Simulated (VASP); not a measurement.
# Ta2N in VASP: further runs, part 2 of 2

VASP 6.6.1.

## (3) Single point, LDA (engineering shear strain xy -0.0467, normal strain along z +0.0467)

Contents of INCAR:

```
SYSTEM = Ta2N
ALGO     = Normal         ! electronic algorithm
EDIFF    = 1E-6           ! SCF threshold, eV
ENCUT    = 520            ! plane-wave cutoff, eV
GGA      = CA             ! functional
ISIF     = 2              ! what is computed and relaxed
ISMEAR   = 0              ! smearing method
LASPH    = .TRUE.         ! aspherical terms in the spheres
LCHARG   = .FALSE.        ! write CHGCAR
LREAL    = .FALSE.        ! projectors in reciprocal space
LWAVE    = .FALSE.        ! write WAVECAR
NBANDS   = 20             ! bands
NELM     = 100            ! most SCF steps
PREC     = Accurate       ! precision mode
SIGMA    = 0.15           ! smearing width, eV
```

Contents of KPOINTS:

```
k-points
0
G
  15 15 8
  0 0 0
```

Contents of POSCAR:

```
Ta2N
1.0
    3.0618406011     -0.0714939780      0.0000000000
   -1.5928359018      2.6873787319      0.0000000000
    0.0000000000      0.0000000000      5.0107231719
Ta N
2 1
Direct
    0.6666666667      0.3333333333      0.7466885012
    0.3333333333      0.6666666667      0.2533114988
    0.0000000000      0.0000000000      0.0000000000
```

Potentials or basis: VASP PAW LDA potentials, release 64 (Ta_pv, N).

Command:

```
> cat potpaw_LDA.64/Ta_pv/POTCAR potpaw_LDA.64/N/POTCAR > POTCAR
> mpirun -np 1 vasp_std > vasp.out
```

OUTCAR:

```text
SYSTEM = Ta2N
   EDIFF = 1E-6
   ENCUT = 520
   GGA = CA
   ISIF = 2
   ISMEAR = 0
   LASPH = .TRUE.
   LREAL = .FALSE.
   NELM = 100
   PREC = Accurate

 ion  position               nearest neighbor table
   1  0.667  0.333  0.747-   3 2.15   3 2.18   3 2.21   2 3.02   2 3.04   2 3.06   2 3.07   2 3.09
                             2 3.11
   2  0.333  0.667  0.253-   3 2.15   3 2.18   3 2.21   1 3.02   1 3.04   1 3.06   1 3.07   1 3.09
                             1 3.11
   3  0.000  0.000  0.000-   1 2.15   2 2.15   1 2.18   2 2.18   1 2.21   2 2.21

  LATTYP: Found a simple monoclinic cell.
 ALAT       =     3.0001379722
 B/A-ratio  =     1.6701642452
 C/A-ratio  =     1.0208447771
 COS(beta)  =    -0.4691584668

  Lattice vectors:

 A1 = (   1.4690046993,   2.6158847539,   0.0000000000)
 A2 = (   0.0000000000,   0.0000000000,  -5.0107231719)
 A3 = (  -3.0618406011,   0.0714939780,   0.0000000000)

Analysis of symmetry for initial positions (statically):
=====================================================================
 Subroutine PRICEL returns:
 Original cell was already a primitive cell.

 Routine SETGRP: Setting up the symmetry group for a
 simple monoclinic supercell.

[... 168 lines left out ...]
 E-fermi :   7.3303     XC(G=0): -13.0718

 val. band max:        7.3276715020   @ k =   0.0000   0.2667   0.3750
 cond. band min:       7.3333701844   @ k =  -0.0667   0.2000   0.0000
 fundamental gap:      0.0056986824
 Fermi energy:         7.3302763051

 k-point     1 :       0.0000    0.0000    0.0000
  band No.  band energies     occupation
      1     -28.1283      2.00000
      2     -27.3764      2.00000
      3     -27.3026      2.00000
      4     -27.2759      2.00000
      5     -27.2190      2.00000
      6     -27.2023      2.00000
[... 541 lines left out ...]
     19       9.9142      0.00000
     20      12.1914      0.00000

 [... further k-points ...]

------------------------ aborting loop because EDIFF is reached ----------------------------------------

  FORCE on cell =-STRESS in cart. coord.  units (eV):
  Direction    XX          YY          ZZ          XY          YZ          ZX
  --------------------------------------------------------------------------------------
  -------------------------------------------------------------------------------------
  Total       -2.0568181     -2.0788563     -4.3269646      1.7025828     -0.0261666     -0.6293029
  in kB      -81.0488986    -81.9173149   -170.5040022     67.0902620     -1.0310945    -24.7976744
  external PRESSURE =    -111.1567385 kB  Pullay stress =       0.0000000 kB

 VOLUME and BASIS-vectors are now :
 -----------------------------------------------------------------------------
  energy-cutoff  :      520.00
  volume of cell :       40.66
      direct lattice vectors                 reciprocal lattice vectors
     3.061840601 -0.071493978  0.000000000     0.331184452  0.196296294  0.000000000
    -1.592835902  2.687378732  0.000000000     0.008810702  0.377332004  0.000000000
     0.000000000  0.000000000  5.010723172     0.000000000  0.000000000  0.199571991

 POSITION                                       TOTAL-FORCE (eV/Angst)
 -----------------------------------------------------------------------------------
      1.51028      0.84813      3.74145         0.085623     -0.003078     -0.118571
     -0.04128      1.76775      1.26927        -0.085623      0.003078      0.118571
      0.00000      0.00000      0.00000         0.000000      0.000000      0.000000
 -----------------------------------------------------------------------------------
    total drift:                                0.000000     -0.000000      0.000000

  FREE ENERGIE OF THE ION-ELECTRON SYSTEM (eV)
  ---------------------------------------------------
  free  energy   TOTEN  =       -37.5246082004 eV

  energy  without entropy=      -37.5093149078  energy(sigma->0) =      -37.51696155
```

OSZICAR:

```text
N       E                     dE             d eps       ncg     rms          rms(c)
DAV:   1     0.209248271419E+03    0.20925E+03   -0.15023E+04 36048   0.138E+03
DAV:   2    -0.315879991222E+02   -0.24084E+03   -0.23461E+03 40816   0.392E+02
DAV:   3    -0.407995753227E+02   -0.92116E+01   -0.90395E+01 46076   0.688E+01
DAV:   4    -0.409144739451E+02   -0.11490E+00   -0.11423E+00 44452   0.718E+00
DAV:   5    -0.409157644261E+02   -0.12905E-02   -0.12895E-02 44520   0.632E-01    0.265E+01
DAV:   6    -0.379566962437E+02    0.29591E+01   -0.16896E+01 41744   0.250E+01    0.124E+01
DAV:   7    -0.375978032768E+02    0.35889E+00   -0.19013E+00 40332   0.818E+00    0.656E+00
DAV:   8    -0.375293908321E+02    0.68412E-01   -0.28447E-01 43164   0.397E+00    0.415E-01
DAV:   9    -0.375253534645E+02    0.40374E-02   -0.27667E-02 43504   0.102E+00    0.231E-01
DAV:  10    -0.375247610920E+02    0.59237E-03   -0.49135E-03 42952   0.524E-01    0.797E-02
DAV:  11    -0.375246285262E+02    0.13257E-03   -0.13120E-03 41184   0.200E-01    0.341E-02
DAV:  12    -0.375246085192E+02    0.20007E-04   -0.88999E-05 40628   0.628E-02    0.976E-03
DAV:  13    -0.375246087182E+02   -0.19905E-06   -0.22443E-05 42424   0.248E-02    0.538E-03
DAV:  14    -0.375246082004E+02    0.51786E-06   -0.37501E-06 38664   0.118E-02
   1 F= -.37524608E+02 E0= -.37516962E+02  d E =-.152933E-01
```

Run time: 5 min. Hardware: 1 thread of Intel Xeon Platinum 8488C (Sapphire Rapids), shared host; peak memory 0.68 GiB.

What came out:

```
Free energy            : -37.5246 eV
Pressure               : -11.1 GPa
Largest force          : 0.146 eV/Å
Band gap on the k mesh : zero (an odd number of electrons rules out a gap without spin polarisation)
```

Forces on the atoms (eV/Å):
```
Ta   0.086 -0.003 -0.119
Ta  -0.086  0.003  0.119
N    0.000  0.000  0.000
```

Stress tensor (GPa, compression positive):
```
 -8.10   6.71  -2.48
  6.71  -8.19  -0.10
 -2.48  -0.10 -17.05
```

Caveat: the cell differs from its parent crystal (engineering shear strain xy -0.0467, normal strain along z +0.0467); the stress differs along the axes, from -17 to -8 GPa; spin-orbit coupling is left out, which moves the levels of the heavy elements.

## (4) Single point, LDA (engineering shear strain xy -0.0467, normal strain along z -0.0233)

Contents of INCAR:

```
SYSTEM = Ta2N
PREC     = Accurate       ! precision mode
ENCUT    = 520            ! plane-wave cutoff, eV
EDIFF    = 1E-6           ! SCF threshold, eV
ISMEAR   = 0              ! smearing method
SIGMA    = 0.15           ! smearing width, eV
LREAL    = .FALSE.        ! projectors in reciprocal space
LASPH    = .TRUE.         ! aspherical terms in the spheres
NELM     = 60             ! most SCF steps
ALGO     = Normal         ! electronic algorithm
ISIF     = 2              ! what is computed and relaxed
LWAVE    = .FALSE.        ! write WAVECAR
LCHARG   = .FALSE.        ! write CHGCAR
NBANDS   = 20             ! bands
```

Contents of KPOINTS:

```
regular mesh
0
G
  15 15 8
  0 0 0
```

POSCAR, as its differences from that of step 3:

```diff
@@ -4,3 +4,3 @@
    -1.5928359018      2.6873787319      0.0000000000
-    0.0000000000      0.0000000000      5.0107231719
+    0.0000000000      0.0000000000      4.6756217847
 Ta N
```

Command:

```
> cat potpaw_LDA.64/Ta_pv/POTCAR potpaw_LDA.64/N/POTCAR > POTCAR
> mpirun -np 1 vasp_std > vasp.out
```

Run time: 4 min. Hardware: 1 thread of Intel Xeon 6975P-C (Granite Rapids), shared host; peak memory 0.64 GiB.

Results (log left out):

* Free energy: -37.5706 eV
* Pressure: 10.3 GPa
* Largest force: 0.125 eV/Å
* Band gap on the k mesh: zero (an odd number of electrons rules out a gap without spin polarisation)

Forces in eV/Å, atoms in the order of the input:
```
Ta   0.084  0.002 -0.093
Ta  -0.084 -0.002  0.093
N    0.000  0.000  0.000
```

Stress tensor (GPa, compression positive):
```
 8.49  8.47 -3.13
 8.47  8.47 -0.19
-3.13 -0.19 14.04
```

Levels at points of the mesh, in eV from the Fermi level:
```csv
k point,band 10,band 11,band 12,band 13,band 14,band 15,band 16,band 17
"(0.00, 0.00, 0.00)",-6.35,-4.63,-0.67,-0.48,-0.01,0.15,0.26,0.40
"(0.00, 0.00, 0.50)",-6.58,-2.75,-2.44,-1.74,-0.95,2.02,2.03,2.53
```

Caveat: the cell differs from its parent crystal (engineering shear strain xy -0.0467, normal strain along z -0.0233); the stress differs along the axes, from 8 to 14 GPa; spin-orbit coupling is left out, which moves the levels of the heavy elements.

## (5) The runs side by side

| potentials or basis | cell | cutoff (eV) | gap on the mesh (eV) | pressure (GPa) | largest force (eV/Å) |
| --- | --- | --- | --- | --- | --- |
| VASP PAW LDA potentials, release 64 (Ta_sv_GW, N) | a = 3.062, b = 3.062, c = 5.011 Å, angles 90.0, 90.0, 120.0°, 3 atoms | 700 | none | -12.2 | 0.05 |
| VASP PAW LDA potentials, release 64 (Ta_pv, N) | a = 3.063, b = 3.124, c = 5.011 Å, angles 90.0, 90.0, 122.0°, 3 atoms | 520 | none | -11.1 | 0.15 |
| VASP PAW LDA potentials, release 64 (Ta_pv, N) | a = 3.063, b = 3.124, c = 4.676 Å, angles 90.0, 90.0, 122.0°, 3 atoms | 520 | none | 10.3 | 0.13 |

Alike in all rows: task single point; level LDA; no spin polarisation; k mesh 15 × 15 × 8; smearing gaussian 0.15 eV.

Caveats: spin-orbit coupling is left out, which moves the levels of the heavy elements; the stress differs along the axes, from -18 to -9 GPa (at least some runs); the stress differs along the axes, from -17 to -8 GPa (at least some runs); the stress differs along the axes, from 8 to 14 GPa (at least some runs).

Absolute energies hang on the potentials; compare differences alone.
